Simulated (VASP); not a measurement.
Wanted: the native input for a VASP 6.6.1 run.

| Quantity | Value |
| --- | --- |
| Task | relaxation of cell and atoms |
| Functional | PBE |
| Potentials or basis | VASP PAW PBE potentials, release 64 (Zr_sv, Ta_pv, C) |
| Cutoff | 600 eV |
| k mesh | 12 × 12 × 12 |
| Occupations | gaussian, width 0.1 eV |
| Spin | no spin polarisation |
| Dipole correction | no |
| Further INCAR settings | ALGO = Normal; EDIFF = 1e-06; IBRION = 2; EDIFFG = -0.01; NSW = 100; ISIF = 3 |

The structure of ZrTa2C2 lies in POSCAR:

```
ZrTa2C2
1.0
    1.5979250762      0.9225624729      7.6765503237
   -1.5979250762      0.9225624729      7.6765503237
    0.0000000000     -1.8451249458      7.6765503237
Zr Ta C
1 2 2
Direct
    0.0000000000      0.0000000000      0.0000000000
    0.7802668769      0.7802668769      0.7802668769
    0.2197331231      0.2197331231      0.2197331231
    0.6035365480      0.6035365480      0.6035365480
    0.3964634520      0.3964634520      0.3964634520
```

One way to write it, as run:

INCAR

```
PREC = Accurate
ENCUT = 600
EDIFF = 1E-6
ISMEAR = 0
SIGMA = 0.1
LREAL = F
LASPH = T
NELM = 60
ALGO = Normal
ISIF = 3
LWAVE = F
LCHARG = F
GGA = PE
IBRION = 2
NSW = 100
EDIFFG = -0.01
```

KPOINTS

```
Automatic mesh
0
Gamma
  12 12 12
```

Potentials or basis: VASP PAW PBE potentials, release 64 (Zr_sv, Ta_pv, C).

The run is started by

```bash
$ cat potpaw_PBE.64/Zr_sv/POTCAR potpaw_PBE.64/Ta_pv/POTCAR potpaw_PBE.64/C/POTCAR > POTCAR
$ mpirun -np 1 vasp_std > vasp.out
```

It gave:

```yaml
Relaxed_volume: 13.60 Å³/atom
Relaxed_cell: a = 7.891 Å, b = 7.891 Å, c = 7.891 Å, α = 23.39°, β = 23.39°, γ = 23.39°
Space_group_after_relaxing_to_0.05_Å: R-3m (No. 166)
Energy_gained_by_relaxing: 0.0 meV/atom
Ionic_steps: 4
Pressure_after_relaxing: 0.0 GPa
Band_gap_on_the_k_mesh: zero (band 21 reaches 8.50 eV, above the bottom of band 22 at 7.67 eV)
```

Caveat: spin-orbit coupling is left out, which moves the levels of the heavy elements.

Wall time 57 min on 1 thread of AMD EPYC 9R45 96-Core Processor (Zen 5) (shared host), peak memory 0.89 GiB.
